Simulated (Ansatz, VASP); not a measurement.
**Na: VASP beside Ansatz**

Contents of INCAR:

```
SYSTEM = Na
PREC = Accurate
ENCUT = 520
EDIFF = 1E-6
ISMEAR = -1
SIGMA = 0.05
LREAL = .False.
LASPH = .True.
NELM = 100
ALGO = Normal
ISIF = 2
LWAVE = .False.
LCHARG = .False.
GGA = PS
NBANDS = 14
```

File KPOINTS:

```
Automatic mesh
0
Gamma
  13 13 7
  0 0 0
```

Contents of POSCAR:

```
Na
1.0
    3.7670009976      0.0000000000      0.0000000000
   -1.8835004988      3.2623185600      0.0000000000
    0.0000000000      0.0000000000      5.9693800000
Na
2
Direct
    0.3333333333      0.6666666667      0.2500000000
    0.6666666667      0.3333333333      0.7500000000
```

Input for Ansatz:

```yaml
crystal:
  lattice:
    - [3.7670009976, 0.0, 0.0]
    - [-1.8835004988, 3.26231856, 0.0]
    - [0.0, 0.0, 5.96938]
  atoms:
    - { symbol: Na, position: [0.3333333333, 0.6666666667, 0.25] }
    - { symbol: Na, position: [0.6666666667, 0.3333333333, 0.75] }
kpoints:
  mp_grid: { grid: [13, 13, 7] }
  band_path:
    path:
      - [0.0, 0.0, 0.0]
      - [0.5, 0.0, 0.0]
      - [0.3333333333, 0.3333333333, 0.0]
      - [0.0, 0.0, 0.0]
      - [0.0, 0.0, 0.5]
      - [0.5, 0.0, 0.5]
      - [0.3333333333, 0.3333333333, 0.5]
      - [0.0, 0.0, 0.5]
      - [0.5, 0.0, 0.5]
    npoints: 5
scf:
  occupations: { method: fermi_dirac, width: 0.05 }
hamiltonian:
  xc: pbesol
  pseudopotentials: { kind: all_electron, lapw: { basis_error: 0.00025 } }
output:
  forces: true
  stress: true
  eigenvalues: true
```

Change from the starting cell: zz strain of -3 %.

Alike in both runs: task single point; functional PBEsol; k mesh 13 × 13 × 7; occupations fermi-dirac, width 0.05 eV; no spin polarisation.

```csv
,VASP,Ansatz
version,VASP 6.6.1,Ansatz 0.2.0
potentials or method,"VASP PAW PBE potentials, release 64 (Na_pv), cutoff 520 eV","all-electron LAPW, scalar-relativistic"
```

```tsv
	VASP	Ansatz	Ansatz less VASP
pressure (GPa)	0.0	-0.1	-0.02
traceless stress, the component that is largest in VASP (GPa)	0.24	0.24	+0.002
```

VASP's potentials were made for PBE, not for PBEsol. Ansatz ran all-electron here, and VASP with PAW potentials.
